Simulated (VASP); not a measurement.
Runs of VASP 6.6.1 on PbF2. The structure is that of space group Fm-3m (No. 225), or close to it. The cells are those of the table. 

| task | level | potentials or basis | cell | cutoff (eV) | smearing | gap on the mesh (eV) | pressure (GPa) |
| --- | --- | --- | --- | --- | --- | --- | --- |
| single point | PBE | VASP PAW PBE potentials, release 64 (Pb_d, F) | a = 4.244 Å, angles 60.0°, 3 atoms | 520 | gaussian 0.05 eV | 4.43 | -0.2 |
| single point | PBE | VASP PAW PBE potentials, release 64 (Pb_d, F) | a = 4.165 Å, angles 60.0°, 3 atoms | 520 | gaussian 0.05 eV | 4.42 | 4.1 |
| single point | LDA | VASP PAW LDA potentials, release 64 (Pb_d, F) | a = 4.244 Å, angles 60.0°, 3 atoms | 520 | gaussian 0.05 eV | 4.22 | (c) |
| relaxation of shape and atoms at fixed volume | PBE | VASP PAW PBE potentials, release 64 (Pb_d, F) | relaxed from a = 4.300 Å, angles 60.0°, 3 atoms | 600 | gaussian 0.05 eV | 4.40 | -2.6 |
| single point | PBE | VASP PAW PBE potentials, release 64 (Pb_d, F) | a = 4.244 Å, angles 60.0°, 3 atoms | 520 | methfessel-paxton 0.05 eV | 4.43 | -0.2 |
| relaxation of shape and atoms at fixed volume | PBE | VASP PAW PBE potentials, release 64 (Pb_d, F) | relaxed from a = 4.272 Å, angles 60.0°, 3 atoms | 600 | gaussian 0.05 eV | 4.41 | -1.5 |
| single point | PBE | VASP PAW PBE potentials, release 64 (Pb_d, F) | a = 4.187 Å, angles 60.0°, 3 atoms | 520 | gaussian 0.05 eV | 4.43 | 2.8 |
| single point | PBEsol | VASP PAW PBE potentials, release 64 (Pb_d, F) | a = 4.244 Å, angles 60.0°, 3 atoms | 520 | gaussian 0.05 eV | (a) | (b) |

Alike in all rows: no spin polarisation; k mesh 10 × 10 × 10.

Estimate the missing entries.

(a) 4.31; (b) -3.7; (c) -6.7.

Caveats: spin-orbit coupling is left out, which moves the levels of the heavy elements; the cell stands under tension (at least some runs); the cell stands under pressure (at least some runs); the PAW data sets were made with another functional, which shifts forces and pressure a little (at least some runs).

A k mesh can miss the band edges, and the runs leave out spin-orbit coupling on Pb.
